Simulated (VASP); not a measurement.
# KNbO3 (P4mm) in VASP: further runs

Aim: see how the results for KNbO3 move with the level of theory and the settings. Levels: PBE, LDA, PBE+D3(BJ). Tasks: single point.

All numbers are computed with VASP 6.6.1; they aren't measurements. Logs are shortened: lines on timing, memory, paths and dates and some standing lists are left out, and cuts for length are marked.

## Step 1: The cell of the first run

Symmetry: P4mm, No. 99, tetragonal system. The conventional cell has a = 3.688 Å, b = 3.688 Å, c = 3.777 Å, α = 90.00°, β = 90.00°, γ = 90.00°. Within 3.4 Å of K (site symmetry 4mm) lie 12 O at 2.57 to 2.71 Å and 8 Nb at 3.19 to 3.25 Å. Within 2.3 Å of Nb (site symmetry 4mm) lie 6 O at 1.73 to 2.05 Å. Within 2.8 Å of O (site symmetry 2mm) lie 2 Nb at 1.85 Å and 4 K at 2.57 to 2.71 Å and 8 O at 2.61 to 2.65 Å. O (site symmetry 4mm) has 2 Nb at 1.73 to 2.05 Å within 2.3 Å.

## Step 2: Single point, PBE

Contents of INCAR:

```
SYSTEM = KNbO3
PREC = Accurate
ENCUT = 600
EDIFF = 1E-6
ISMEAR = 0
SIGMA = 0.1
LREAL = .FALSE.
LASPH = .TRUE.
NELM = 120
ALGO = Normal
ISIF = 2
LWAVE = .FALSE.
LCHARG = .FALSE.
GGA = PE
NBANDS = 28
GGA_COMPAT = .FALSE.
```

Contents of KPOINTS:

```
Automatic mesh
0
G
  4 4 4
  0 0 0
```

Contents of POSCAR:

```
KNbO3
1.0
    3.6876818306      0.0000000000      0.0000000000
    0.0000000000      3.6876818306      0.0000000000
    0.0000000000      0.0000000000      3.7771123077
K Nb O
1 1 3
Direct
    0.5000000000      0.5000000000      0.4999545100
    0.0000000000      0.0000000000      0.0149157700
    0.5000000000      0.0000000000      0.9741423400
    0.0000000000      0.5000000000      0.9741423400
    0.0000000000      0.0000000000      0.4716460400
```

Potentials or basis: VASP PAW PBE potentials, release 64 (K_sv, Nb_sv, O).

On the command line:

```bash
cat potpaw_PBE.64/K_sv/POTCAR potpaw_PBE.64/Nb_sv/POTCAR potpaw_PBE.64/O/POTCAR > POTCAR
mpirun -np 1 vasp_std > vasp.out
```

OUTCAR:

```text
SYSTEM = KNbO3
   PREC = Accurate
   ENCUT = 600
   EDIFF = 1E-6
   ISMEAR = 0
   LREAL = .FALSE.
   LASPH = .TRUE.
   NELM = 120
   ISIF = 2
   GGA = PE

 ion  position               nearest neighbor table
   1  0.500  0.500  0.500-   3 2.57   4 2.57   3 2.57   4 2.57   5 2.61   5 2.61   5 2.61   5 2.61
                             3 2.71   4 2.71   4 2.71   3 2.71   2 3.19   2 3.19   2 3.19   2 3.19
   2  0.000  0.000  0.015-   5 1.73   4 1.85   3 1.85   4 1.85   3 1.85   5 2.05   1 3.19   1 3.19
                             1 3.19   1 3.19   1 3.25   1 3.25   1 3.25   1 3.25
   3  0.500  0.000  0.974-   2 1.85   2 1.85   1 2.57   1 2.57   1 2.71   1 2.71
   4  0.000  0.500  0.974-   2 1.85   2 1.85   1 2.57   1 2.57   1 2.71   1 2.71
   5  0.000  0.000  0.472-   2 1.73   2 2.05   1 2.61   1 2.61   1 2.61   1 2.61

  LATTYP: Found a simple tetragonal cell.
 ALAT       =     3.6876818306
 C/A-ratio  =     1.0242511369

  Lattice vectors:

 A1 = (   3.6876818306,   0.0000000000,   0.0000000000)
 A2 = (   0.0000000000,   3.6876818306,   0.0000000000)
 A3 = (   0.0000000000,   0.0000000000,   3.7771123077)

Analysis of symmetry for initial positions (statically):
=====================================================================
 Subroutine PRICEL returns:
 Original cell was already a primitive cell.

 Routine SETGRP: Setting up the symmetry group for a
 simple tetragonal supercell.

 Subroutine GETGRP returns: Found  8 space group operations
 (whereof  8 operations were pure point group operations)
 out of a pool of 16 trial point group operations.

The static configuration has the point symmetry C_4v.

Analysis of symmetry for dynamics (positions and initial velocities):
=====================================================================
 Subroutine PRICEL returns:
 Original cell was already a primitive cell.

 Routine SETGRP: Setting up the symmetry group for a
 simple tetragonal supercell.

 Subroutine GETGRP returns: Found  8 space group operations
 (whereof  8 operations were pure point group operations)
 out of a pool of 16 trial point group operations.

The dynamic configuration has the point symmetry C_4v.

 Subroutine INISYM returns: Found  8 space group operations
 (whereof  8 operations are pure point group operations),
 and found     1 'primitive' translations

----------------------------------------------------------------------------------------

                                     Primitive cell

  volume of cell :      51.3649

  direct lattice vectors                    reciprocal lattice vectors
     3.687681831  0.000000000  0.000000000     0.271173069  0.000000000  0.000000000
     0.000000000  3.687681831  0.000000000     0.000000000  0.271173069  0.000000000
     0.000000000  0.000000000  3.777112308     0.000000000  0.000000000  0.264752520

  length of vectors
     3.687681831  3.687681831  3.777112308     0.271173069  0.271173069  0.264752520

  position of ions in fractional coordinates (direct lattice)
     0.500000000  0.500000000  0.499954510
     0.000000000  0.000000000  0.014915770
     0.500000000  0.000000000  0.974142340
     0.000000000  0.500000000  0.974142340
     0.000000000  0.000000000  0.471646040

  ion indices of the primitive-cell ions
   primitive index   ion index
                 1           1
                 2           2
                 3           3
                 4           4
                 5           5

----------------------------------------------------------------------------------------

 KPOINTS: Automatic mesh

Automatic generation of k-mesh.
 Grid dimensions read from file:
 generate k-points for:    4    4    4

 Generating k-lattice:

  Cartesian coordinates                     Fractional coordinates (reciprocal lattice)
     0.067793267  0.000000000  0.000000000     0.250000000  0.000000000  0.000000000
     0.000000000  0.067793267  0.000000000     0.000000000  0.250000000  0.000000000
     0.000000000  0.000000000  0.066188130     0.000000000  0.000000000  0.250000000

  Length of vectors
     0.067793267  0.067793267  0.066188130

  Shift w.r.t. Gamma in fractional coordinates (k-lattice)
     0.000000000  0.000000000  0.000000000

 Subroutine IBZKPT returns following result:
 ===========================================

 Found     18 irreducible k-points:

 Following reciprocal coordinates:
            Coordinates               Weight
  0.000000  0.000000  0.000000      1.000000
  0.250000  0.000000  0.000000      4.000000
  0.500000  0.000000  0.000000      2.000000
  0.250000  0.250000  0.000000      4.000000
  0.500000  0.250000  0.000000      4.000000
  0.500000  0.500000  0.000000      1.000000
[... 10 lines left out ...]
  0.500000  0.250000  0.500000      4.000000
  0.500000  0.500000  0.500000      1.000000
   k-points           NKPTS =     18   k-points in BZ     NKDIM =     18   number of bands    NBANDS=     28
   number of dos      NEDOS =    301   number of ions     NIONS =      5
   total plane-waves  NPLWV =  27000
   dimension x,y,z NGX =    30 NGY =   30 NGZ =   30
   dimension x,y,z NGXF=    60 NGYF=   60 NGZF=   60
   ions per type =               1   1   3
   NGX,Y,Z   is equivalent  to a cutoff of  13.52, 13.52, 13.20 a.u.
   NGXF,Y,Z  is equivalent  to a cutoff of  27.05, 27.05, 26.41 a.u.
 SYSTEM =  KNbO3
   PREC   = accura    normal or accurate (medium, high low for compatibility)
   ISTART =      0    job   : 0-new  1-cont  2-samecut
   ICHARG =      2    charge: 1-file 2-atom 10-const
   ISPIN  =      1    spin polarized calculation?
   LNONCOLLINEAR =      F non collinear calculations
   LSORBIT =      F    spin-orbit coupling
   LASPH  =      T    aspherical Exc in radial PAW
   ENCUT  =  600.0 eV  44.10 Ry    6.64 a.u.   7.37  7.37  7.54*2*pi/ulx,y,z
   NELM   =    120;   NELMIN=  2; NELMDL= -5     # of ELM steps
   EDIFF  = 0.1E-05   stopping-criterion for ELM
   LREAL  =      F    real-space projection
   EDIFFG = 0.1E-04   stopping-criterion for IOM
   NSW    =      0    number of steps for IOM
   IBRION =     -1    ionic relax: 0-MD 1-quasi-New 2-CG
   NFREE  =      0    steps in history (QN), initial steepest desc. (CG)
   ISIF   =      2    stress and relaxation
   ISYM   =      2    0-nonsym 1-usesym 2-fastsym
   POTIM  = 0.5000    time-step for ionic-motion
   TEBEG  =    0.0;   TEEND  =   0.0 temperature during run
   PSTRESS=    0.0 pullay stress
   NELECT =      40.0000    total number of electrons
   NUPDOWN=      -1.0000    fix difference up-down
   EMIN   =  10.00;   EMAX   =-10.00  energy-range for DOS
   EFERMI =   0.00;   METHOD = LEGACY
   ISMEAR =     0;   SIGMA  =   0.10  broadening in eV -4-tet -1-fermi 0-gaus
   EFERMI_NEDOS =   21; number of points for ismear=-14 and -15
   IALGO  =     38    algorithm
   IMIX   =      4    mixing-type and parameters
     AMIX     =   0.40;   BMIX     =  1.00
     AMIX_MAG =   1.60;   BMIX_MAG =  1.00
  volume/ion in A,a.u.               =      10.27        69.33
  Fermi-wavevector in a.u.,A,eV,Ry     =   1.506165  2.846239 30.865267  2.268533
  Thomas-Fermi vector in A             =   2.616918
   LORBIT       =      0    0 simple, 1 ext, 2 COOP (PROOUT), +10 PAW based schemes
   GGA     = PE    functional components
   LHFCALC =     F    Hartree Fock is set to
   AEXX    =    0.0000 exact exchange contribution
   IVDW    =     0    specifies the selected vdW correction
   LEPSILON=     F    determine dielectric tensor
   LRPA    =     F    only Hartree local field effects (RPA)
 non-spin polarized calculation
 Gauss-broadening in eV      SIGMA  =   0.10
  energy-cutoff  :      600.00
  volume of cell :       51.36
 maximum number of plane-waves:      1743
 NGX is ok and might be reduce to    30
   NGX = 15   NGY = 15   NGZ = 15

 number of electron      39.9999981 magnetization

 Free energy of the ion-electron system (eV)
  ---------------------------------------------------
  ext. energy  EPLUGINS =         0.00000000
  ---------------------------------------------------
  free energy    TOTEN  =       -36.13569845 eV

  energy without entropy =      -36.13569845  energy(sigma->0) =      -36.13569845

 E-fermi :   6.0002     XC(G=0): -11.9778

 val. band max:        5.4256989773   @ k =   0.5000   0.5000   0.5000
 cond. band min:       7.4536627613   @ k =   0.0000   0.0000   0.0000
 fundamental gap:      2.0279637840
 Fermi energy:         6.0002318688

 k-point     1 :       0.0000    0.0000    0.0000
  band No.  band energies     occupation
      1     -48.3984      2.00000
      2     -24.9928      2.00000
      3     -24.8077      2.00000
      4     -24.8077      2.00000
      5     -21.8815      2.00000
      6     -12.4172      2.00000
[... 20 lines left out ...]
     27      13.6891      0.00000
     28      13.8697      0.00000

 k-point     2 :       0.2500    0.0000    0.0000
  band No.  band energies     occupation
      1     -48.3937      2.00000
      2     -25.0243      2.00000
      3     -24.9824      2.00000
      4     -24.7997      2.00000
      5     -21.8253      2.00000
      6     -12.4609      2.00000
[... 20 lines left out ...]
     27      14.9538      0.00000
     28      15.9779      0.00000

 k-point     3 :       0.5000    0.0000    0.0000
  band No.  band energies     occupation
      1     -48.3891      2.00000
      2     -25.2213      2.00000
      3     -24.9758      2.00000
      4     -24.7918      2.00000
      5     -21.7731      2.00000
      6     -12.5926      2.00000
[... 20 lines left out ...]
     27      16.0992      0.00000
     28      16.4679      0.00000

 k-point     4 :       0.2500    0.2500    0.0000
  band No.  band energies     occupation
      1     -48.3892      2.00000
      2     -25.0193      2.00000
      3     -25.0019      2.00000
      4     -24.9722      2.00000
      5     -21.7955      2.00000
      6     -12.1635      2.00000
[... 392 lines left out ...]
     27      16.5803      0.00000
     28      17.3638      0.00000

 k-point    17 :       0.5000    0.2500    0.5000
  band No.  band energies     occupation
      1     -48.3781      2.00000
      2     -25.2641      2.00000
      3     -25.1788      2.00000
      4     -24.9803      2.00000
      5     -21.7499      2.00000
      6     -11.3166      2.00000
[... 20 lines left out ...]
     27      17.1621      0.00000
     28      18.2035      0.00000

 k-point    18 :       0.5000    0.5000    0.5000
  band No.  band energies     occupation
      1     -48.3736      2.00000
      2     -25.2532      2.00000
      3     -25.1686      2.00000
      4     -25.1686      2.00000
      5     -21.7276      2.00000
      6     -10.1866      2.00000
[... 20 lines left out ...]
     27      17.5464      0.00000
     28      18.2836      0.00000

------------------------ aborting loop because EDIFF is reached ----------------------------------------

  FORCE on cell =-STRESS in cart. coord.  units (eV):
  Direction    XX          YY          ZZ          XY          YZ          ZX
  --------------------------------------------------------------------------------------
  -------------------------------------------------------------------------------------
  Total       23.7505563     23.7505563     23.9371221      0.0000000     -0.0000000      0.0000000
  in kB      740.8283335    740.8283335    746.6477001      0.0000000     -0.0000000      0.0000000
  external PRESSURE =     742.7681223 kB  Pullay stress =       0.0000000 kB

 VOLUME and BASIS-vectors are now :
 -----------------------------------------------------------------------------
  energy-cutoff  :      600.00
  volume of cell :       51.36
      direct lattice vectors                 reciprocal lattice vectors
     3.687681831  0.000000000  0.000000000     0.271173069  0.000000000  0.000000000
     0.000000000  3.687681831  0.000000000     0.000000000  0.271173069  0.000000000
     0.000000000  0.000000000  3.777112308     0.000000000  0.000000000  0.264752520

 POSITION                                       TOTAL-FORCE (eV/Angst)
 -----------------------------------------------------------------------------------
      1.84384      1.84384      1.88838        -0.000000      0.000000     -0.206145
      0.00000      0.00000      0.05634         0.000000     -0.000000     -2.330787
      1.84384      0.00000      3.67945        -0.000000     -0.000000     -0.817241
      0.00000      1.84384      3.67945        -0.000000     -0.000000     -0.817241
      0.00000      0.00000      1.78146        -0.000000     -0.000000      4.171415
 -----------------------------------------------------------------------------------
    total drift:                                0.000000     -0.000000     -0.001025

  FREE ENERGIE OF THE ION-ELECTRON SYSTEM (eV)
  ---------------------------------------------------
  free  energy   TOTEN  =       -36.1356984465 eV

  energy  without entropy=      -36.1356984465  energy(sigma->0) =      -36.13569845
```

Wall time 29 s (1 thread of Intel Xeon Platinum 8259CL at 2.50GHz (Skylake/Cascade Lake), shared host); peak memory 0.18 GiB.

Results:

| Property | Result |
| --- | --- |
| Free energy | -36.1357 eV |
| Pressure | 74.3 GPa |
| Largest force | 4.171 eV/Å |
| Band gap on the k mesh | 2.03 eV (least direct gap 2.73 eV) |

Forces in eV/Å, atoms in the order of the input:
```
K    0.000  0.000 -0.206
Nb   0.000  0.000 -2.331
O    0.000  0.000 -0.817
O    0.000  0.000 -0.817
O    0.000  0.000  4.171
```

Stress tensor (GPa, compression positive):
```
74.08  0.00  0.00
 0.00 74.08  0.00
 0.00  0.00 74.66
```

Levels at points of the mesh, in eV from the valence-band top:
```
           k point  band 18  band 19  band 20  band 21  band 22  band 23
(0.00, 0.00, 0.00)    -0.84    -0.84    -0.82     2.03     2.94     2.94
(0.50, 0.00, 0.00)    -2.27    -1.25    -0.86     3.14     5.68     5.87
(0.50, 0.50, 0.00)    -1.79    -0.93    -0.06     5.93     5.93     7.14
(0.00, 0.00, 0.50)    -2.28    -0.52    -0.52     2.23     5.79     5.79
(0.50, 0.00, 0.50)    -1.72    -0.78    -0.28     5.77     5.85     6.97
(0.50, 0.50, 0.50)    -0.22    -0.22     0.00     7.24     7.24     7.32
```

Caveat: the k points lie up to 0.43 Å⁻¹ apart; forces of over 1 eV/Å act on the atoms, so gaps and moduli don't describe the material at rest. A k mesh can miss the band edges.

## Step 3: Single point, PBE

This run uses another cell than the first one, of 13.24 Å³/atom.

Contents of INCAR:

```
  PREC = Accurate
  ENCUT = 600
  EDIFF = 1E-6
  ISMEAR = 0
  SIGMA = 0.1
  LREAL = F
  LASPH = T
  NELM = 120
  ALGO = Normal
  ISIF = 2
  LWAVE = F
  LCHARG = F
  GGA = PE
  ISYM = 0
  NBANDS = 28
  GGA_COMPAT = F
```

Contents of KPOINTS:

```
regular mesh
0
Gamma
  2 5 3
```

POSCAR, as its differences from that of step 2:

```diff
@@ -2,5 +2,5 @@
 1.0
-    3.6876818306      0.0000000000      0.0000000000
-    0.0000000000      3.6876818306      0.0000000000
-    0.0000000000      0.0000000000      3.7771123077
+    4.0129726800      0.0000000000      0.0000000000
+    0.0000000000      4.0129726800      0.0000000000
+    0.0000000000      0.0000000000      4.1102918300
 K Nb O
```

Potentials or basis: VASP PAW PBE potentials, release 64 (K_sv, Nb_sv, O).

On the command line:

```bash
cat potpaw_PBE.64/K_sv/POTCAR potpaw_PBE.64/Nb_sv/POTCAR potpaw_PBE.64/O/POTCAR > POTCAR
mpirun -np 1 vasp_std > vasp.out
```

Wall time 29 s (1 thread of Intel Xeon Platinum 8259CL at 2.50GHz (Skylake/Cascade Lake), shared host); peak memory 0.2 GiB.

It converged, with:

| Quantity | Value |
| --- | --- |
| Free energy | -38.6768 eV |
| Pressure | -0.4 GPa |
| Largest force | 1.369 eV/Å |
| Band gap on the k mesh | 1.57 eV (least direct gap 2.30 eV) |

Forces on the atoms (eV/Å):
```
K    0.000  0.000  0.000
Nb   0.000  0.000  1.369
O    0.000  0.000 -0.833
O    0.000  0.000  0.101
O    0.000  0.000 -0.636
```

Stress tensor (GPa, compression positive):
```
-0.59  0.00  0.00
 0.00 -0.84  0.00
 0.00  0.00  0.26
```

Levels at points of the mesh, in eV from the valence-band top:
```csv
k point,band 16,band 17,band 18,band 19,band 20,band 21,band 22,band 23,band 24,band 25
"(0.00, 0.00, 0.00)",-1.46,-1.10,-0.96,-0.79,-0.73,1.57,2.21,2.23,5.32,5.37
"(0.50, 0.00, 0.00)",-2.13,-1.99,-1.49,-1.48,-1.12,2.30,4.10,4.22,5.31,7.51
```

Caveat: the k points lie up to 0.78 Å⁻¹ apart; forces of over 1 eV/Å act on the atoms, so gaps and moduli don't describe the material at rest.

(Part 1 of 3 ends here.)
